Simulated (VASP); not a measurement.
# B9C5 in VASP: a series of runs

Runs on B9C5. Level: PBE. Tasks: single point.

Program: VASP 6.6.1. These are calculated values, not measurements. Logs are shortened: lines on timing, memory, paths and dates and some standing lists are left out, and cuts for length are marked.

### 1 The cell of the first run

The cell holds a disordered packing, 14 atoms: a = 4.732 Å, b = 4.986 Å, c = 4.827 Å, α = 91.42°, β = 89.05°, γ = 91.08°.

### 2 Single point, PBE

INCAR

```
SYSTEM = B9C5
PREC = Accurate ; ENCUT = 520
EDIFF = 1E-6 ; ISMEAR = -1
SIGMA = 0.3447 ; LREAL = .False.
LASPH = .True. ; NELM = 120
ALGO = Normal ; ISIF = 2
LWAVE = .False. ; LCHARG = .False.
GGA = PE ; ISYM = -1
NBANDS = 36 ; GGA_COMPAT = .False.
```

KPOINTS

```
explicit points
1
Reciprocal
  0.25000000   0.25000000   0.25000000 1
```

POSCAR

```
B9C5
1.0
    4.7317320000     -0.0454910000      0.0395370000
   -0.0454910000      4.9851620000     -0.0605250000
    0.0395370000     -0.0605250000      4.8261280000
C B
5 9
Direct
   -0.2768613086      0.4533733501      0.2430614537
    0.2203581631      0.0571465438      0.7237747308
    0.3869097329      0.1639918407      0.5243945780
    0.6666678524      0.7225389321      0.7003922445
    0.9272521990      0.6336957514      0.1906707955
    0.5204163003      0.4821871180      0.5174826851
    0.7480300788      0.8565424118     -0.0333077854
   -0.2837608598     -0.2700427542      0.4062732516
    0.1310190064      0.3660508830      1.0020283613
    0.6488488915      0.1911397985      1.1820086823
    0.2513483959      0.6547540774      0.8177952240
    0.9843649932      0.0875467399      0.9442863778
    0.2545193473      0.6384659381      0.2518429307
    0.3744909535     -0.0667618436      0.2527786231
```

Potentials or basis: VASP PAW PBE potentials, release 64 (C, B).

Command:

```sh
cat potpaw_PBE.64/C/POTCAR potpaw_PBE.64/B/POTCAR > POTCAR
mpirun -np 1 vasp_std > vasp.out
```

OUTCAR:

```text
SYSTEM = B9C5
   PREC = Accurate
   ENCUT = 520
   EDIFF = 1E-6
   ISMEAR = -1
   LREAL = .False.
   LASPH = .True.
   NELM = 120
   ISIF = 2
   GGA = PE
   ISYM = -1

 ion  position               nearest neighbor table
   1  0.723  0.453  0.243-   5 1.33  10 1.37   8 1.57   6 1.63
   2  0.220  0.057  0.724-   3 1.35  12 1.54   9 2.06  11 2.08
   3  0.387  0.164  0.524-   2 1.35   6 1.70  14 1.72  10 2.05
   4  0.667  0.723  0.700-   8 1.44   7 1.49   6 1.62  11 2.06
   5  0.927  0.634  0.191-   1 1.33   8 1.51  13 1.58   7 1.80   9 1.87
   6  0.520  0.482  0.517-   4 1.62   8 1.63   1 1.63   3 1.70  13 1.99  11 2.09
   7  0.748  0.857  0.967-   4 1.49  12 1.59   5 1.80  10 2.00
   8  0.716  0.730  0.406-   4 1.44   5 1.51   1 1.57   6 1.63  14 2.08
   9  0.131  0.366  0.002-  12 1.56  11 1.79   5 1.87  13 1.88   2 2.06
  10  0.649  0.191  0.182-   1 1.37  14 1.84   7 2.00  12 2.01   3 2.05
  11  0.251  0.655  0.818-   9 1.79   4 2.06   2 2.08   6 2.09  13 2.10
  12  0.984  0.088  0.944-   2 1.54   9 1.56   7 1.59  10 2.01
  13  0.255  0.638  0.252-  14 1.57   5 1.58   9 1.88   6 1.99  11 2.10
  14  0.374  0.933  0.253-  13 1.57   3 1.72  10 1.84   8 2.08

IMPORTANT INFORMATION: All symmetrisations will be switched off!
NOSYMM: (Re-)initialisation of all symmetry stuff for point group C_1.

----------------------------------------------------------------------------------------

                                     Primitive cell

  volume of cell :     113.8060

  direct lattice vectors                    reciprocal lattice vectors
     4.731732000 -0.045491000  0.039537000     0.211371717  0.001908093 -0.001707687
    -0.045491000  4.985162000 -0.060525000     0.001908093  0.200643059  0.002500655
     0.039537000 -0.060525000  4.826128000    -0.001707687  0.002500655  0.207250796

  length of vectors
     4.732115840  4.985736944  4.826669444     0.211387227  0.200667713  0.207272916

  position of ions in fractional coordinates (direct lattice)
     0.723138691  0.453373350  0.243061454
     0.220358163  0.057146544  0.723774731
     0.386909733  0.163991841  0.524394578
     0.666667852  0.722538932  0.700392245
     0.927252199  0.633695751  0.190670795
     0.520416300  0.482187118  0.517482685
     0.748030079  0.856542412  0.966692215
     0.716239140  0.729957246  0.406273252
     0.131019006  0.366050883  0.002028361
     0.648848892  0.191139798  0.182008682
     0.251348396  0.654754077  0.817795224
     0.984364993  0.087546740  0.944286378
     0.254519347  0.638465938  0.251842931
     0.374490954  0.933238156  0.252778623

  ion indices of the primitive-cell ions
   primitive index   ion index
                 1           1
                 2           2
                 3           3
                 4           4
                 5           5
                 6           6
                 7           7
                 8           8
                 9           9
                10          10
                11          11
                12          12
                13          13
                14          14

----------------------------------------------------------------------------------------

 KPOINTS: explicit points

Read explicit list of k-points.

 Found      1 k-points:

 Following reciprocal coordinates:
            Coordinates               Weight
  0.250000  0.250000  0.250000      1.000000
   k-points           NKPTS =      1   k-points in BZ     NKDIM =      1   number of bands    NBANDS=     36
   number of dos      NEDOS =    301   number of ions     NIONS =     14
   total plane-waves  NPLWV =  51840
   dimension x,y,z NGX =    36 NGY =   40 NGZ =   36
   dimension x,y,z NGXF=    72 NGYF=   80 NGZF=   72
   ions per type =               5   9
   NGX,Y,Z   is equivalent  to a cutoff of  12.65, 13.34, 12.40 a.u.
   NGXF,Y,Z  is equivalent  to a cutoff of  25.29, 26.68, 24.80 a.u.
 SYSTEM =  B9C5
   PREC   = accura    normal or accurate (medium, high low for compatibility)
   ISTART =      0    job   : 0-new  1-cont  2-samecut
   ICHARG =      2    charge: 1-file 2-atom 10-const
   ISPIN  =      1    spin polarized calculation?
   LNONCOLLINEAR =      F non collinear calculations
   LSORBIT =      F    spin-orbit coupling
   LASPH  =      T    aspherical Exc in radial PAW
   ENCUT  =  520.0 eV  38.22 Ry    6.18 a.u.   8.80  9.27  8.97*2*pi/ulx,y,z
   NELM   =    120;   NELMIN=  2; NELMDL= -5     # of ELM steps
   EDIFF  = 0.1E-05   stopping-criterion for ELM
   LREAL  =      F    real-space projection
   EDIFFG = 0.1E-04   stopping-criterion for IOM
   NSW    =      0    number of steps for IOM
   IBRION =     -1    ionic relax: 0-MD 1-quasi-New 2-CG
   NFREE  =      0    steps in history (QN), initial steepest desc. (CG)
   ISIF   =      2    stress and relaxation
   ISYM   =     -1    0-nonsym 1-usesym 2-fastsym
   POTIM  = 0.5000    time-step for ionic-motion
   TEBEG  =    0.0;   TEEND  =   0.0 temperature during run
   PSTRESS=    0.0 pullay stress
   NELECT =      47.0000    total number of electrons
   NUPDOWN=      -1.0000    fix difference up-down
   EMIN   =  10.00;   EMAX   =-10.00  energy-range for DOS
   EFERMI =   0.00;   METHOD = LEGACY
   ISMEAR =    -1;   SIGMA  =   0.34  broadening in eV -4-tet -1-fermi 0-gaus
   EFERMI_NEDOS =   21; number of points for ismear=-14 and -15
   IALGO  =     38    algorithm
   IMIX   =      4    mixing-type and parameters
     AMIX     =   0.40;   BMIX     =  1.00
     AMIX_MAG =   1.60;   BMIX_MAG =  1.00
  volume/ion in A,a.u.               =       8.13        54.86
  Fermi-wavevector in a.u.,A,eV,Ry     =   1.219137  2.303834 20.222262  1.486294
  Thomas-Fermi vector in A             =   2.354399
   LORBIT       =      0    0 simple, 1 ext, 2 COOP (PROOUT), +10 PAW based schemes
   GGA     = PE    functional components
   LHFCALC =     F    Hartree Fock is set to
   AEXX    =    0.0000 exact exchange contribution
   IVDW    =     0    specifies the selected vdW correction
   LEPSILON=     F    determine dielectric tensor
   LRPA    =     F    only Hartree local field effects (RPA)
 non-spin polarized calculation
  energy-cutoff  :      520.00
  volume of cell :      113.81
 maximum number of plane-waves:      3055
 NGX is ok and might be reduce to    36
   NGX = 17   NGY = 19   NGZ = 17

 number of electron      46.9999999 magnetization

 Free energy of the ion-electron system (eV)
  ---------------------------------------------------
  ext. energy  EPLUGINS =         0.00000000
  ---------------------------------------------------
  free energy    TOTEN  =       -90.95990249 eV

  energy without entropy =      -89.88912398  energy(sigma->0) =      -90.42451323

 E-fermi :   5.2370     XC(G=0): -11.0708

 val. band max:        5.0776168703   @ k =   0.2500   0.2500   0.2500
 cond. band min:       6.1232091168   @ k =   0.2500   0.2500   0.2500
 fundamental gap:      1.0455922465
 Fermi energy:         5.2369920916

 k-point     1 :       0.2500    0.2500    0.2500
  band No.  band energies     occupation
      1     -13.3770      2.00000
      2     -10.2554      2.00000
      3      -9.3586      2.00000
      4      -7.8483      2.00000
      5      -6.5570      2.00000
      6      -6.0656      2.00000
[... 27 lines left out ...]
     34      11.1429      0.00000
     35      11.6193      0.00000
 [bands above 35 left out]

------------------------ aborting loop because EDIFF is reached ----------------------------------------

  FORCE on cell =-STRESS in cart. coord.  units (eV):
  Direction    XX          YY          ZZ          XY          YZ          ZX
  --------------------------------------------------------------------------------------
  -------------------------------------------------------------------------------------
  Total       11.3484687      8.5253778      3.4648174     -1.7456182     -4.1741467    -10.0977185
  in kB      159.7654037    120.0215165     48.7782072    -24.5750681    -58.7642481   -142.1571595
  external PRESSURE =     109.5217091 kB  Pullay stress =       0.0000000 kB

 VOLUME and BASIS-vectors are now :
 -----------------------------------------------------------------------------
  energy-cutoff  :      520.00
  volume of cell :      113.81
      direct lattice vectors                 reciprocal lattice vectors
     4.731732000 -0.045491000  0.039537000     0.211371717  0.001908093 -0.001707687
    -0.045491000  4.985162000 -0.060525000     0.001908093  0.200643059  0.002500655
     0.039537000 -0.060525000  4.826128000    -0.001707687  0.002500655  0.207250796

 POSITION                                       TOTAL-FORCE (eV/Angst)
 -----------------------------------------------------------------------------------
      3.41068      2.21253      1.17420        -1.768935     -2.197246      1.196256
      1.06869      0.23105      3.49828        -1.013370     -1.968493      0.393812
      1.84403      0.76819      2.53617         0.291461      0.382531     -0.680203
      3.14932      3.52925      3.36281        -1.534269     -1.168140      1.220552
      4.36622      3.10535      0.91851         2.326791      2.478034     -1.154883
      2.46100      2.34879      2.48883        -3.837665     -2.905259      1.747083
      3.53873      4.17747      4.64311        -1.188670      0.598717      2.243012
      3.37191      3.58178      1.94486         0.405403      2.991850     -0.552877
      0.60337      1.81874     -0.00719         1.300113      4.207301      0.246234
      3.06868      0.91233      0.89248        -0.722301     -6.518389     -1.394712
      1.19186      3.20312      3.91709         1.739154      0.416699     -0.867205
      4.69110      0.33450      4.59087         1.865700      1.488566     -0.842670
      1.18523      3.15603      1.18685        -1.804269     -2.576692     -1.242744
      1.73953      4.62001      1.17826         3.940859      4.770520     -0.311654
 -----------------------------------------------------------------------------------
    total drift:                               -0.000024     -0.000314      0.000134

  FREE ENERGIE OF THE ION-ELECTRON SYSTEM (eV)
  ---------------------------------------------------
  free  energy   TOTEN  =       -90.9599024909 eV

  energy  without entropy=      -89.8891239753  energy(sigma->0) =      -90.42451323
```

It took 13 s on 1 thread of Intel Xeon 8259CL, shared host; peak memory 0.2 GiB.

Results:

```
Free energy            : -90.9599 eV
Pressure               : 11.0 GPa
Largest force          : 6.705 eV/Å
Band gap on the k mesh : zero (an odd number of electrons rules out a gap without spin polarisation)
```

Forces on the atoms (eV/Å):
```
C   -1.769 -2.197  1.196
C   -1.013 -1.968  0.394
C    0.291  0.383 -0.680
C   -1.534 -1.168  1.221
C    2.327  2.478 -1.155
B   -3.838 -2.905  1.747
B   -1.189  0.599  2.243
B    0.405  2.992 -0.553
B    1.300  4.207  0.246
B   -0.722 -6.518 -1.395
B    1.739  0.417 -0.867
B    1.866  1.489 -0.843
B   -1.804 -2.577 -1.243
B    3.941  4.771 -0.312
```

Caveat: the atoms stand as in a frame of molecular dynamics; so wide a smearing shifts energies and pressures; an odd number of electrons without spin polarisation forces a metal; a magnetic or distorted state may lie lower.

### 3 Single point, PBE

INCAR

```
SYSTEM = B9C5
ALGO = Normal
EDIFF = 1E-6
ENCUT = 520
GGA = PE
GGA_COMPAT = .FALSE.
ISIF = 2
ISMEAR = -1
ISYM = -1
LASPH = .TRUE.
LCHARG = .FALSE.
LREAL = .FALSE.
LWAVE = .FALSE.
NBANDS = 36
NELM = 120
PREC = Accurate
SIGMA = 0.3447
```

KPOINTS is that of step 2.

POSCAR

```
B9C5
1.0
    4.7317320000     -0.0454910000      0.0395370000
   -0.0454910000      4.9851620000     -0.0605250000
    0.0395370000     -0.0605250000      4.8261280000
C B
5 9
Direct
   -0.3775879935      0.3591950323      0.2618138134
    0.2597073918     -0.0715211010      0.7780979150
    0.3315813774      0.0624256811      0.5414318852
    0.9283900156      0.5170955089      0.7390911409
    0.6419076816      0.6186622316      0.2031627482
    0.4169251887      0.3580076309      0.4841254606
    0.8023699215      0.8035747009     -0.0278983361
   -0.3558114010     -0.3438373533      0.5746436811
    0.1756403913      0.4223212135      0.9116663912
    0.7811527025      0.0955810693      1.1049103152
    0.1756472892      0.6113533106      0.5712667779
    1.0367490505      0.0543318896      0.8910123168
    0.3004149008      0.5126710555      0.2143591947
    0.5421245789     -0.0811945985      0.2851546245
```

Potentials or basis: VASP PAW PBE potentials, release 64 (C, B).

Command:

```sh
cat potpaw_PBE.64/C/POTCAR potpaw_PBE.64/B/POTCAR > POTCAR
mpirun -np 1 vasp_std > vasp.out
```

Wall time 13 s (1 thread of Intel Xeon 8259CL, shared host); peak memory 0.2 GiB.

It converged, with:

| Item | Value |
| --- | --- |
| Free energy | -91.1591 eV |
| Pressure | 14.5 GPa |
| Largest force | 8.497 eV/Å |
| Band gap on the k mesh | zero (an odd number of electrons rules out a gap without spin polarisation) |

Forces in eV/Å, atoms in the order of the input:
```
C    2.376 -3.049 -3.501
C    4.618 -3.887 -5.981
C    2.356 -0.190 -1.932
C   -2.172  1.440  0.790
C    1.578  5.158 -1.691
B   -3.188 -2.469  4.931
B   -1.673 -2.813  0.793
B    2.037 -1.608  0.910
B   -3.569 -1.280 -0.467
B   -2.278  4.058  2.870
B    3.051  0.910 -0.209
B   -4.074  4.944  3.456
B    0.546  0.530 -1.431
B    0.392 -1.745  1.462
```

Stress tensor (GPa, compression positive):
```
 13.20   0.55  -8.81
  0.55  26.22 -17.27
 -8.81 -17.27   3.99
```

Levels at points of the mesh, in eV from the Fermi level:
| k point | band 22 | band 23 | band 24 | band 25 | band 26 | band 27 |
| --- | --- | --- | --- | --- | --- | --- |
| (0.25, 0.25, 0.25) | -0.95 | -0.52 | -0.14 | 0.62 | 1.73 | 2.51 |

Caveat: the atoms stand as in a frame of molecular dynamics; so wide a smearing shifts energies and pressures; an odd number of electrons without spin polarisation forces a metal; a magnetic or distorted state may lie lower.

(Continued in part 2 of 3.)

The gap in the log of VASP goes by the Fermi energy; the results here count the filled bands.